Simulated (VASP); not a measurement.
# SnO2 (C2/m) in VASP: notebook, part 3 of 4

VASP 6.6.1. Earlier steps stand in the parts before.

## 5. Single point, PBE+D3(BJ)

This run uses another cell than the first one, of 13.79 Å³/atom, 1.062 times its volume.

The input, INCAR:

```
SYSTEM = SnO2
PREC = Accurate
ENCUT = 520
EDIFF = 1E-6
ISMEAR = 0
SIGMA = 0.05
LREAL = .FALSE.
LASPH = .TRUE.
NELM = 80
ALGO = Normal
ISIF = 2
LWAVE = .FALSE.
LCHARG = .FALSE.
GGA = PE
IVDW = 12
NBANDS = 49
```

The input, KPOINTS:

```
Automatic mesh
0
G
  9 9 2
  0 0 0
```

The input, POSCAR:

```
SnO2
1.0
   -3.2372529198      0.0000000000      0.0000000000
   -1.6186264599     -2.8035432670      0.0000000000
   -0.4855879380     -0.2803543268     13.6754773976
Sn O
3 6
Direct
    0.6195931794      0.6195931794      0.4707348724
    0.9843098837     -0.0156901163      0.1569011630
    0.2548764752      0.2548764752      0.7845685818
    0.6437332666      0.6437332666      0.2293340005
    0.9142998581     -0.0857001419      0.8570014193
    0.2790165623      0.2790165623      0.5431677099
    0.5954530922      0.5954530922      0.7121357442
    0.9601697965     -0.0398302035      0.3983020348
    0.3248865008      0.3248865008      0.0844683255
```

Potentials or basis: VASP PAW PBE potentials, release 64 (Sn_d, O).

Launch:

```bash
$ cat potpaw_PBE.64/Sn_d/POTCAR potpaw_PBE.64/O/POTCAR > POTCAR
$ mpirun -np 1 vasp_std > vasp.out
```

OUTCAR:

```text
SYSTEM = SnO2
   PREC = Accurate
   ENCUT = 520
   EDIFF = 1E-6
   ISMEAR = 0
   LREAL = .FALSE.
   LASPH = .TRUE.
   NELM = 80
   ISIF = 2
   GGA = PE
   IVDW = 12
 IVDW          = 12

 ion  position               nearest neighbor table
   1  0.620  0.620  0.471-   6 2.12   6 2.12   6 2.12   8 2.12   8 2.12   8 2.12
   2  0.984  0.984  0.157-   4 2.12   9 2.12   4 2.12   9 2.12   4 2.12   9 2.12
   3  0.255  0.255  0.785-   5 2.12   5 2.12   5 2.12   7 2.12   7 2.12   7 2.12
   4  0.644  0.644  0.229-   2 2.12   2 2.12   2 2.12
   5  0.914  0.914  0.857-   3 2.12   3 2.12   3 2.12
   6  0.279  0.279  0.543-   1 2.12   1 2.12   1 2.12
   7  0.595  0.595  0.712-   3 2.12   3 2.12   3 2.12
   8  0.960  0.960  0.398-   1 2.12   1 2.12   1 2.12
   9  0.325  0.325  0.084-   2 2.12   2 2.12   2 2.12

  LATTYP: Found a base centered monoclinic cell.
 ALAT       =     5.6070865340
 B/A-ratio  =     0.5773502692
 C/A-ratio  =     2.4410123339
 COS(beta)  =    -0.0409666099

  Lattice vectors:

 A1 = (   3.2372529198,   0.0000000000,   0.0000000000)
 A2 = (   1.6186264599,   2.8035432670,   0.0000000000)
 A3 = (  -0.4855879380,  -0.2803543268,  13.6754773976)

Analysis of symmetry for initial positions (statically):
=====================================================================
 Subroutine PRICEL returns:
 Original cell was already a primitive cell.

 Routine SETGRP: Setting up the symmetry group for a
 base centered monoclinic supercell.

 Subroutine GETGRP returns: Found  4 space group operations
 (whereof  2 operations were pure point group operations)
 out of a pool of  4 trial point group operations.

The static configuration has the point symmetry C_1h.
 The point group associated with its full space group is C_2h.

Analysis of symmetry for dynamics (positions and initial velocities):
=====================================================================
 Subroutine PRICEL returns:
 Original cell was already a primitive cell.

 Routine SETGRP: Setting up the symmetry group for a
 base centered monoclinic supercell.

 Subroutine GETGRP returns: Found  4 space group operations
 (whereof  2 operations were pure point group operations)
 out of a pool of  4 trial point group operations.

The dynamic configuration has the point symmetry C_1h.
 The point group associated with its full space group is C_2h.

 Subroutine INISYM returns: Found  4 space group operations
 (whereof  2 operations are pure point group operations),
 and found     1 'primitive' translations

----------------------------------------------------------------------------------------

                                     Primitive cell

  volume of cell :     124.1156

  direct lattice vectors                    reciprocal lattice vectors
    -3.237252920  0.000000000  0.000000000    -0.308903884  0.178345741 -0.007312359
    -1.618626460 -2.803543267  0.000000000     0.000000000 -0.356691481 -0.007312359
    -0.485587938 -0.280354327 13.675477398     0.000000000  0.000000000  0.073123590

  length of vectors
     3.237252920  3.237252920 13.686967387     0.356766427  0.356766427  0.073123590

  position of ions in fractional coordinates (direct lattice)
     0.619593179  0.619593179  0.470734872
[... 54 lines left out ...]
  0.111111  0.111111  0.000000      2.000000
[... 16 lines left out ...]
 -0.333333  0.333333 -0.000000      2.000000
  0.444444  0.444444  0.000000      2.000000
 [... further k-points ...]
   k-points           NKPTS =     50   k-points in BZ     NKDIM =     50   number of bands    NBANDS=     49
   number of dos      NEDOS =    301   number of ions     NIONS =      9
   total plane-waves  NPLWV =  62208
   dimension x,y,z NGX =    24 NGY =   24 NGZ =  108
   dimension x,y,z NGXF=    48 NGYF=   48 NGZF=  216
   ions per type =               3   6
   NGX,Y,Z   is equivalent  to a cutoff of  12.32, 12.32, 13.12 a.u.
   NGXF,Y,Z  is equivalent  to a cutoff of  24.65, 24.65, 26.24 a.u.
 SYSTEM =  SnO2
   PREC   = accura    normal or accurate (medium, high low for compatibility)
   ISTART =      0    job   : 0-new  1-cont  2-samecut
   ICHARG =      2    charge: 1-file 2-atom 10-const
   ISPIN  =      1    spin polarized calculation?
   LNONCOLLINEAR =      F non collinear calculations
   LSORBIT =      F    spin-orbit coupling
   LASPH  =      T    aspherical Exc in radial PAW
   ENCUT  =  520.0 eV  38.22 Ry    6.18 a.u.   6.02  6.02 25.45*2*pi/ulx,y,z
   NELM   =     80;   NELMIN=  2; NELMDL= -5     # of ELM steps
   EDIFF  = 0.1E-05   stopping-criterion for ELM
   LREAL  =      F    real-space projection
   EDIFFG = 0.1E-04   stopping-criterion for IOM
   NSW    =      0    number of steps for IOM
   IBRION =     -1    ionic relax: 0-MD 1-quasi-New 2-CG
   NFREE  =      0    steps in history (QN), initial steepest desc. (CG)
   ISIF   =      2    stress and relaxation
   ISYM   =      2    0-nonsym 1-usesym 2-fastsym
   POTIM  = 0.5000    time-step for ionic-motion
   TEBEG  =    0.0;   TEEND  =   0.0 temperature during run
   PSTRESS=    0.0 pullay stress
   NELECT =      78.0000    total number of electrons
   NUPDOWN=      -1.0000    fix difference up-down
   EMIN   =  10.00;   EMAX   =-10.00  energy-range for DOS
   EFERMI =   0.00;   METHOD = LEGACY
   ISMEAR =     0;   SIGMA  =   0.05  broadening in eV -4-tet -1-fermi 0-gaus
   EFERMI_NEDOS =   21; number of points for ismear=-14 and -15
   IALGO  =     38    algorithm
   IMIX   =      4    mixing-type and parameters
     AMIX     =   0.40;   BMIX     =  1.00
     AMIX_MAG =   1.60;   BMIX_MAG =  1.00
  volume/ion in A,a.u.               =      13.79        93.06
  Fermi-wavevector in a.u.,A,eV,Ry     =   1.402268  2.649902 26.753876  1.966354
  Thomas-Fermi vector in A             =   2.525046
   LORBIT       =      0    0 simple, 1 ext, 2 COOP (PROOUT), +10 PAW based schemes
   GGA     = PE    functional components
   LHFCALC =     F    Hartree Fock is set to
   AEXX    =    0.0000 exact exchange contribution
   IVDW    =    12    specifies the selected vdW correction
   LEPSILON=     F    determine dielectric tensor
   LRPA    =     F    only Hartree local field effects (RPA)
 non-spin polarized calculation
 Gauss-broadening in eV      SIGMA  =   0.05
  energy-cutoff  :      520.00
  volume of cell :      124.12
 maximum number of plane-waves:      3394
   NGX = 13   NGY = 13   NGZ = 51

 number of electron      78.0000008 magnetization

 Free energy of the ion-electron system (eV)
  ---------------------------------------------------
  ext. energy  EPLUGINS =         0.00000000
  ---------------------------------------------------
  free energy    TOTEN  =       -54.52018969 eV

  energy without entropy =      -54.52018969  energy(sigma->0) =      -54.52018969

 E-fermi :   4.3174     XC(G=0): -10.2904

 val. band max:        4.0035447924   @ k =   0.2222   0.1111  -0.0000
 cond. band min:       5.7722953292   @ k =   0.0000   0.0000   0.0000
 fundamental gap:      1.7687505368
 Fermi energy:         4.3173957139

 k-point     1 :       0.0000    0.0000    0.0000
  band No.  band energies     occupation
      1     -16.1439      2.00000
      2     -16.1357      2.00000
      3     -16.1354      2.00000
      4     -15.8970      2.00000
      5     -15.8970      2.00000
      6     -15.8878      2.00000
[... 1237 lines left out ...]
     48      14.7240      0.00000
     49      15.2185      0.00000

 [... further k-points ...]

------------------------ aborting loop because EDIFF is reached ----------------------------------------

 Edisp (eV)   -1.69712

 E8    (eV) :    -0.6723

  FORCE on cell =-STRESS in cart. coord.  units (eV):
  Direction    XX          YY          ZZ          XY          YZ          ZX
  --------------------------------------------------------------------------------------
  -------------------------------------------------------------------------------------
  Total       0.23211     0.28571     0.05736    -0.04642     0.03744     0.06484
  in kB       2.99627     3.68818     0.74048    -0.59921     0.48327     0.83704
  external pressure =        2.47 kB  Pullay stress =        0.00 kB

 VOLUME and BASIS-vectors are now :
 -----------------------------------------------------------------------------
  energy-cutoff  :      520.00
  volume of cell :      124.12
      direct lattice vectors                 reciprocal lattice vectors
    -3.237252920  0.000000000  0.000000000    -0.308903884  0.178345741 -0.007312359
    -1.618626460 -2.803543267  0.000000000     0.000000000 -0.356691481 -0.007312359
    -0.485587938 -0.280354327 13.675477398     0.000000000  0.000000000  0.073123590

 POSITION                                       TOTAL-FORCE (eV/Angst)
 -----------------------------------------------------------------------------------
     -3.23725     -1.86903      6.43752        -0.000000      0.000000      0.000000
     -4.85588     -2.80354      2.14570         0.006389      0.003689      0.083099
     -1.61863     -0.93451     10.72935        -0.006389     -0.003689     -0.083099
     -3.23725     -1.86903      3.13625         0.001403      0.000810      0.061955
     -4.85588     -2.80354     11.71990        -0.007045     -0.004067      0.257996
     -1.61863     -0.93451      7.42808        -0.000114     -0.000066      0.055290
     -3.23725     -1.86903      9.73880        -0.001403     -0.000810     -0.061955
     -4.85588     -2.80354      5.44697         0.000114      0.000066     -0.055290
     -1.61863     -0.93451      1.15514         0.007045      0.004067     -0.257996
 -----------------------------------------------------------------------------------
    total drift:                                0.000028      0.000016     -0.000082

  FREE ENERGIE OF THE ION-ELECTRON SYSTEM (eV)
  ---------------------------------------------------
  free  energy   TOTEN  =       -56.2173047575 eV

  energy  without entropy=      -56.2173047575  energy(sigma->0) =      -56.21730476
```

It took 2.1 min on 1 thread of Intel Xeon Platinum 8559C (Emerald Rapids), shared host; peak memory 0.39 GiB.

Results:

- Free energy: -56.2173 eV
- Pressure: 0.2 GPa
- Largest force: 0.258 eV/Å
- Band gap on the k mesh: 1.77 eV, indirect (least direct gap 1.84 eV)
- Dispersion energy per atom: -0.189 eV

Forces on the atoms (eV/Å):
```
Sn   0.000  0.000  0.000
Sn   0.006  0.004  0.083
Sn  -0.006 -0.004 -0.083
O    0.001  0.001  0.062
O   -0.007 -0.004  0.258
O    0.000  0.000  0.055
O   -0.001 -0.001 -0.062
O    0.000  0.000 -0.055
O    0.007  0.004 -0.258
```

Levels at points of the mesh, in eV from the valence-band top:
```
           k point  band 36  band 37  band 38  band 39  band 40  band 41  band 42  band 43
(0.00, 0.00, 0.00)    -1.01    -0.99    -0.98    -0.07     1.77     2.83     3.21     5.60
(0.00, 0.00, 0.50)    -0.98    -0.98    -0.70    -0.35     2.09     2.40     3.39     5.57
```

Caveat: spin-orbit coupling is left out, which moves the levels of the heavy elements. Expect the measured gap to be larger: semilocal functionals such as PBE lack the derivative discontinuity.

[end of part 3 of 4]
